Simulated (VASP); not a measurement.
# Sn (Im-3m) in VASP: settings compared

Aim: see how the results for Sn move with the level of theory and the settings. Levels: RPBE, LDA, PBE. Tasks: single point.

Everything below comes from runs of VASP 6.6.1. Logs are shortened: lines on timing, memory, paths and dates and some standing lists are left out, and cuts for length are marked.

## (1) The cell of the first run

Symmetry: Im-3m, No. 229, cubic system. The conventional cell has a = 3.789 Å, b = 3.789 Å, c = 3.789 Å, α = 90.00°, β = 90.00°, γ = 90.00°. Within 4.3 Å of Sn (site symmetry m-3m) lie 14 Sn at 3.28 to 3.79 Å.

## (2) Single point, RPBE

The input, INCAR:

```
  PREC = Accurate
  ENCUT = 500
  EDIFF = 1E-6
  ISMEAR = 0
  SIGMA = 0.1
  LREAL = False
  LASPH = True
  NELM = 120
  ALGO = Normal
  ISIF = 2
  LWAVE = False
  LCHARG = False
  GGA = RP
  NBANDS = 13
  GGA_COMPAT = False
```

The input, KPOINTS:

```
Automatic mesh
0
Gamma
  6 6 6
```

The input, POSCAR:

```
Sn
1.0
   -1.8946518192      1.8946518192      1.8946518192
    1.8946518192     -1.8946518192      1.8946518192
    1.8946518192      1.8946518192     -1.8946518192
Sn
1
Direct
    0.0000000000      0.0000000000      0.0000000000
```

Potentials or basis: VASP PAW PBE potentials, release 64 (Sn_d).

Started as:

```
> cat potpaw_PBE.64/Sn_d/POTCAR > POTCAR
> mpirun -np 1 vasp_std > vasp.out
```

OUTCAR:

```text
PREC = Accurate
   ENCUT = 500
   EDIFF = 1E-6
   ISMEAR = 0
   LREAL = False
   LASPH = True
   NELM = 120
   ISIF = 2
   GGA = RP

 ion  position               nearest neighbor table
   1  0.000  0.000  0.000-

  LATTYP: Found a body centered cubic cell.
 ALAT       =     3.7893036384

  Lattice vectors:

 A1 = (  -1.8946518192,   1.8946518192,   1.8946518192)
 A2 = (   1.8946518192,  -1.8946518192,   1.8946518192)
 A3 = (   1.8946518192,   1.8946518192,  -1.8946518192)

Analysis of symmetry for initial positions (statically):
=====================================================================
 Subroutine PRICEL returns:
 Original cell was already a primitive cell.

 Routine SETGRP: Setting up the symmetry group for a
 body centered cubic supercell.

 Subroutine GETGRP returns: Found 48 space group operations
 (whereof 48 operations were pure point group operations)
 out of a pool of 48 trial point group operations.

The static configuration has the point symmetry O_h .

Analysis of symmetry for dynamics (positions and initial velocities):
=====================================================================
 Subroutine PRICEL returns:
 Original cell was already a primitive cell.

 Routine SETGRP: Setting up the symmetry group for a
 body centered cubic supercell.

 Subroutine GETGRP returns: Found 48 space group operations
 (whereof 48 operations were pure point group operations)
 out of a pool of 48 trial point group operations.

The dynamic configuration has the point symmetry O_h .

 Subroutine INISYM returns: Found 48 space group operations
 (whereof 48 operations are pure point group operations),
 and found     1 'primitive' translations

----------------------------------------------------------------------------------------

                                     Primitive cell

  volume of cell :      27.2050

  direct lattice vectors                    reciprocal lattice vectors
    -1.894651819  1.894651819  1.894651819     0.000000000  0.263900731  0.263900731
     1.894651819 -1.894651819  1.894651819     0.263900731  0.000000000  0.263900731
     1.894651819  1.894651819 -1.894651819     0.263900731  0.263900731  0.000000000

  length of vectors
     3.281633214  3.281633214  3.281633214     0.373211993  0.373211993  0.373211993

  position of ions in fractional coordinates (direct lattice)
     0.000000000  0.000000000  0.000000000

  ion indices of the primitive-cell ions
   primitive index   ion index
                 1           1

----------------------------------------------------------------------------------------

 KPOINTS: Automatic mesh

Automatic generation of k-mesh.
 Grid dimensions read from file:
 generate k-points for:    6    6    6

 Generating k-lattice:

  Cartesian coordinates                     Fractional coordinates (reciprocal lattice)
     0.000000000  0.043983455  0.043983455     0.166666667  0.000000000  0.000000000
     0.043983455  0.000000000  0.043983455     0.000000000  0.166666667  0.000000000
     0.043983455  0.043983455  0.000000000     0.000000000  0.000000000  0.166666667

  Length of vectors
     0.062201999  0.062201999  0.062201999

  Shift w.r.t. Gamma in fractional coordinates (k-lattice)
     0.000000000  0.000000000  0.000000000

 Subroutine IBZKPT returns following result:
 ===========================================

 Found     16 irreducible k-points:

 Following reciprocal coordinates:
            Coordinates               Weight
  0.000000  0.000000  0.000000      1.000000
  0.166667  0.000000  0.000000     12.000000
  0.333333  0.000000  0.000000     12.000000
  0.500000  0.000000  0.000000      6.000000
  0.166667  0.166667  0.000000     24.000000
  0.333333  0.166667  0.000000     48.000000
[... 8 lines left out ...]
  0.500000  0.500000  0.333333     12.000000
  0.500000  0.500000  0.500000      1.000000
   k-points           NKPTS =     16   k-points in BZ     NKDIM =     16   number of bands    NBANDS=     13
   number of dos      NEDOS =    301   number of ions     NIONS =      1
   total plane-waves  NPLWV =  13824
   dimension x,y,z NGX =    24 NGY =   24 NGZ =   24
   dimension x,y,z NGXF=    48 NGYF=   48 NGZF=   48
   ions per type =               1
   NGX,Y,Z   is equivalent  to a cutoff of  12.16, 12.16, 12.16 a.u.
   NGXF,Y,Z  is equivalent  to a cutoff of  24.32, 24.32, 24.32 a.u.
 SYSTEM =  unknown system
   PREC   = accura    normal or accurate (medium, high low for compatibility)
   ISTART =      0    job   : 0-new  1-cont  2-samecut
   ICHARG =      2    charge: 1-file 2-atom 10-const
   ISPIN  =      1    spin polarized calculation?
   LNONCOLLINEAR =      F non collinear calculations
   LSORBIT =      F    spin-orbit coupling
   LASPH  =      T    aspherical Exc in radial PAW
   ENCUT  =  500.0 eV  36.75 Ry    6.06 a.u.   5.98  5.98  5.98*2*pi/ulx,y,z
   NELM   =    120;   NELMIN=  2; NELMDL= -5     # of ELM steps
   EDIFF  = 0.1E-05   stopping-criterion for ELM
   LREAL  =      F    real-space projection
[... 7 lines left out ...]
   TEBEG  =    0.0;   TEEND  =   0.0 temperature during run
   PSTRESS=    0.0 pullay stress
   NELECT =      14.0000    total number of electrons
   NUPDOWN=      -1.0000    fix difference up-down
   EMIN   =  10.00;   EMAX   =-10.00  energy-range for DOS
   EFERMI =   0.00;   METHOD = LEGACY
   ISMEAR =     0;   SIGMA  =   0.10  broadening in eV -4-tet -1-fermi 0-gaus
   EFERMI_NEDOS =   21; number of points for ismear=-14 and -15
   IALGO  =     38    algorithm
   IMIX   =      4    mixing-type and parameters
     AMIX     =   0.40;   BMIX     =  1.00
     AMIX_MAG =   1.60;   BMIX_MAG =  1.00
  volume/ion in A,a.u.               =      27.20       183.59
  Fermi-wavevector in a.u.,A,eV,Ry     =   1.311902  2.479136 23.416813  1.721087
  Thomas-Fermi vector in A             =   2.442332
   LORBIT       =      0    0 simple, 1 ext, 2 COOP (PROOUT), +10 PAW based schemes
   GGA     = RP    functional components
   LHFCALC =     F    Hartree Fock is set to
   AEXX    =    0.0000 exact exchange contribution
   IVDW    =     0    specifies the selected vdW correction
   LEPSILON=     F    determine dielectric tensor
   LRPA    =     F    only Hartree local field effects (RPA)
 non-spin polarized calculation
 Gauss-broadening in eV      SIGMA  =   0.10
  energy-cutoff  :      500.00
  volume of cell :       27.20
 maximum number of plane-waves:       712
   NGX = 11   NGY = 11   NGZ = 11

 number of electron      13.9999996 magnetization

 Free energy of the ion-electron system (eV)
  ---------------------------------------------------
  ext. energy  EPLUGINS =         0.00000000
  ---------------------------------------------------
  free energy    TOTEN  =        -3.42816930 eV

  energy without entropy =       -3.42567261  energy(sigma->0) =       -3.42692095

 E-fermi :   8.3511     XC(G=0): -10.2844

 val. band max:        7.7889401579   @ k =   0.3333   0.1667   0.1667
 cond. band min:       8.3987921188   @ k =   0.5000   0.5000   0.3333
 fundamental gap:      0.6098519608
 Fermi energy:         8.3510984911

 k-point     1 :       0.0000    0.0000    0.0000
  band No.  band energies     occupation
      1     -13.4360      2.00000
      2     -13.4360      2.00000
      3     -13.4360      2.00000
      4     -13.2998      2.00000
      5     -13.2998      2.00000
      6      -2.8697      2.00000
      7      16.2185      0.00000
      8      16.2185      0.00000
      9      16.2185      0.00000
     10      20.2633      0.00000
     11      20.2633      0.00000
     12      20.2633      0.00000
     13      20.8890      0.00000

 k-point     2 :       0.1667    0.0000    0.0000
  band No.  band energies     occupation
      1     -13.4473      2.00000
      2     -13.4209      2.00000
      3     -13.3822      2.00000
      4     -13.3113      2.00000
      5     -13.3014      2.00000
      6      -2.2632      2.00000
      7      12.3824      0.00000
      8      14.4944      0.00000
      9      15.4563      0.00000
     10      17.8655      0.00000
     11      18.2105      0.00000
     12      19.9694      0.00000
     13      21.9545      0.00000

 k-point     3 :       0.3333    0.0000    0.0000
  band No.  band energies     occupation
      1     -13.4697      2.00000
      2     -13.4112      2.00000
      3     -13.3165      2.00000
      4     -13.3044      2.00000
      5     -13.2726      2.00000
      6      -0.4522      2.00000
      7       7.2228      2.00000
      8      12.5491      0.00000
      9      14.1770      0.00000
     10      16.5442      0.00000
     11      16.8464      0.00000
     12      21.4180      0.00000
     13      23.0644      0.00000
[... 177 lines left out ...]
 k-point    15 :       0.5000    0.5000    0.3333
  band No.  band energies     occupation
      1     -13.4315      2.00000
      2     -13.4194      2.00000
      3     -13.2994      2.00000
      4     -13.2692      2.00000
      5     -13.2319      2.00000
      6       3.9602      2.00000
      7       6.1338      2.00000
      8       8.3988      0.50000
      9       9.6593      0.00000
     10      13.6126      0.00000
     11      14.5904      0.00000
     12      23.4676      0.00000
     13      24.4268      0.00000

 k-point    16 :       0.5000    0.5000    0.5000
  band No.  band energies     occupation
      1     -13.4559      2.00000
      2     -13.4559      2.00000
      3     -13.2370      2.00000
      4     -13.2370      2.00000
      5     -13.2370      2.00000
      6       5.7946      2.00000
      7       7.7277      2.00000
      8       7.7277      2.00000
      9       7.7277      2.00000
     10      11.9828      0.00000
     11      11.9828      0.00000
     12      26.3619      0.00000
     13      29.0106      0.00000

------------------------ aborting loop because EDIFF is reached ----------------------------------------

  FORCE on cell =-STRESS in cart. coord.  units (eV):
  Direction    XX          YY          ZZ          XY          YZ          ZX
  --------------------------------------------------------------------------------------
  -------------------------------------------------------------------------------------
  Total        0.3680120      0.3680120      0.3680120     -0.0000000     -0.0000000     -0.0000000
  in kB       21.6732620     21.6732620     21.6732620     -0.0000000     -0.0000000     -0.0000000
  external PRESSURE =      21.6732620 kB  Pullay stress =       0.0000000 kB

 VOLUME and BASIS-vectors are now :
 -----------------------------------------------------------------------------
  energy-cutoff  :      500.00
  volume of cell :       27.20
      direct lattice vectors                 reciprocal lattice vectors
    -1.894651819  1.894651819  1.894651819     0.000000000  0.263900731  0.263900731
     1.894651819 -1.894651819  1.894651819     0.263900731  0.000000000  0.263900731
     1.894651819  1.894651819 -1.894651819     0.263900731  0.263900731  0.000000000

 POSITION                                       TOTAL-FORCE (eV/Angst)
 -----------------------------------------------------------------------------------
      0.00000      0.00000      0.00000         0.000000      0.000000     -0.000000
 -----------------------------------------------------------------------------------
    total drift:                                0.000000      0.000000      0.000000

  FREE ENERGIE OF THE ION-ELECTRON SYSTEM (eV)
  ---------------------------------------------------
  free  energy   TOTEN  =        -3.4281692954 eV

  energy  without entropy=       -3.4256726068  energy(sigma->0) =       -3.42692095
```

Run time: 7.3 s. Hardware: 1 thread of Intel Xeon 8259CL, shared host; peak memory 0.13 GiB.

Results:

* Free energy: -3.4282 eV
* Pressure: 2.2 GPa
* Band gap on the k mesh: zero (band 7 reaches 16.22 eV, above the bottom of band 8 at 5.73 eV)

Caveat: the k points lie up to 0.39 Å⁻¹ apart; the PAW data sets were made with another functional, which shifts forces and pressure a little; spin-orbit coupling is left out, which moves the levels of the heavy elements.

## (3) Single point, LDA

The input, INCAR:

```
SYSTEM = Sn
ALGO     = Normal         ! electronic algorithm
EDIFF    = 1E-6           ! SCF threshold, eV
ENCUT    = 500            ! plane-wave cutoff, eV
GGA_COMPAT= .False.      
ISIF     = 2              ! what is computed and relaxed
ISMEAR   = 0              ! smearing method
LASPH    = .True.         ! aspherical terms in the spheres
LCHARG   = .True.         ! write CHGCAR
LELF     = .True.         ! ELF
LREAL    = .False.        ! projectors in reciprocal space
LVHAR    = .True.       
LWAVE    = .False.        ! write WAVECAR
NBANDS   = 13             ! bands
NELM     = 120            ! most SCF steps
PREC     = Accurate       ! precision mode
SIGMA    = 0.1            ! smearing width, eV
```

The input, KPOINTS:

```
k-points
0
Gamma
  6 6 6
  0 0 0
```

POSCAR is that of step 2.

Potentials or basis: VASP PAW LDA potentials, release 64 (Sn_d).

Started as:

```
> cat potpaw_LDA.64/Sn_d/POTCAR > POTCAR
> mpirun -np 1 vasp_std > vasp.out
```

It took 6.1 s on 1 thread of Intel Xeon 8259CL, shared host; peak memory 0.12 GiB.

The run converged. Its results:

- Free energy: -4.4506 eV
- Pressure: -3.5 GPa
- Band gap on the k mesh: zero (band 7 reaches 15.63 eV, above the bottom of band 8 at 5.37 eV)

Levels at points of the mesh, in eV from the Fermi level:
```tsv
k point	band 3	band 4	band 5	band 6	band 7	band 8	band 9	band 10	band 11	band 12
(0.00, 0.00, 0.00)	-21.59	-21.44	-21.44	-11.23	7.69	7.69	7.69	12.08	12.08	12.08
(0.50, 0.00, 0.00)	-21.45	-21.45	-21.36	-6.61	-4.52	3.40	5.27	7.89	8.22	14.82
(0.50, 0.50, 0.50)	-21.38	-21.38	-21.38	-2.75	-0.62	-0.62	-0.62	3.83	3.83	18.08
```

Caveat: the k points lie up to 0.39 Å⁻¹ apart; spin-orbit coupling is left out, which moves the levels of the heavy elements.

## (4) Single point, PBE

The input, INCAR:

```
ALGO = Normal ; EDIFF = 1E-6
ENCUT = 500 ; GGA = PE
GGA_COMPAT = False ; ISIF = 2
ISMEAR = -1 ; LASPH = True
LCHARG = False ; LREAL = False
LWAVE = False ; NBANDS = 13
NELM = 120 ; PREC = Accurate
SIGMA = 0.036
```

The input, KPOINTS:

```
k-points
0
Gamma
  6 6 6
```

POSCAR is that of step 3.

Potentials or basis: VASP PAW PBE potentials, release 64 (Sn_d).

Started as:

```
> cat potpaw_PBE.64/Sn_d/POTCAR > POTCAR
> mpirun -np 1 vasp_std > vasp.out
```

It took 7.3 s on 1 thread of Intel Xeon 8259CL, shared host; peak memory 0.14 GiB.

It converged, with:

| Property | Result |
| --- | --- |
| Free energy | -3.8009 eV |
| Pressure | 0.7 GPa |
| Band gap on the k mesh | zero (band 7 reaches 16.04 eV, above the bottom of band 8 at 5.62 eV) |

Levels at points of the mesh, in eV from the Fermi level:
| k point | band 5 | band 6 | band 7 | band 8 | band 9 | band 10 |
| --- | --- | --- | --- | --- | --- | --- |
| (0.00, 0.00, 0.00) | -21.58 | -11.23 | 7.81 | 7.81 | 7.81 | 11.96 |
| (0.50, 0.00, 0.00) | -21.50 | -6.56 | -4.57 | 3.45 | 5.29 | 7.80 |
| (0.50, 0.50, 0.50) | -21.52 | -2.63 | -0.63 | -0.63 | -0.63 | 3.68 |

Caveat: the k points lie up to 0.39 Å⁻¹ apart; spin-orbit coupling is left out, which moves the levels of the heavy elements.

## (5) Summary

| level | potentials or basis | smearing | gap on the mesh (eV) | pressure (GPa) |
| --- | --- | --- | --- | --- |
| RPBE | VASP PAW PBE potentials, release 64 (Sn_d) | gaussian 0.1 eV | none | 2.2 |
| LDA | VASP PAW LDA potentials, release 64 (Sn_d) | gaussian 0.1 eV | none | -3.5 |
| PBE | VASP PAW PBE potentials, release 64 (Sn_d) | fermi-dirac 0.036 eV | none | 0.7 |

Alike in all rows: task single point; no spin polarisation; cell as given; k mesh 6 × 6 × 6; cutoff (eV) 500.

Caveats: all runs use coarse meshes; spin-orbit coupling is left out, which moves the levels of the heavy elements; the PAW data sets were made with another functional, which shifts forces and pressure a little (some runs).

Absolute energies hang on the potentials; compare differences alone.
